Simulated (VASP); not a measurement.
Runs of VASP 6.6.1 on Re. The structure is that of space group Fm-3m (No. 225), or close to it. The cells are those of the table. 

```tsv
cell	gap on the mesh (eV)	pressure (GPa)
a = 2.589 Å, angles 60.0°, 1 atom	none	102.3
a = 2.744 Å, angles 60.0°, 1 atom	none	0.0
a = 2.413 Å, angles 60.0°, 1 atom	none	351.1
a = 2.668 Å, angles 60.0°, 1 atom	none	(b)
a = 2.504 Å, angles 60.0°, 1 atom	none	(a)
```

Alike in all rows: task single point; level PBEsol; potentials or basis VASP PAW PBE potentials, release 64 (Re); no spin polarisation; k mesh 17 × 17 × 17; cutoff (eV) 520; smearing fermi-dirac 0.05 eV.

Fill in the values left out.

(a) 198.7; (b) 40.0.

Caveats: the PAW data sets were made with another functional, which shifts forces and pressure a little; spin-orbit coupling is left out, which moves the levels of the heavy elements.

A k mesh can miss the band edges, and the runs leave out spin-orbit coupling on Re.

A gap of «none» marks levels without a gap at the run's occupations.
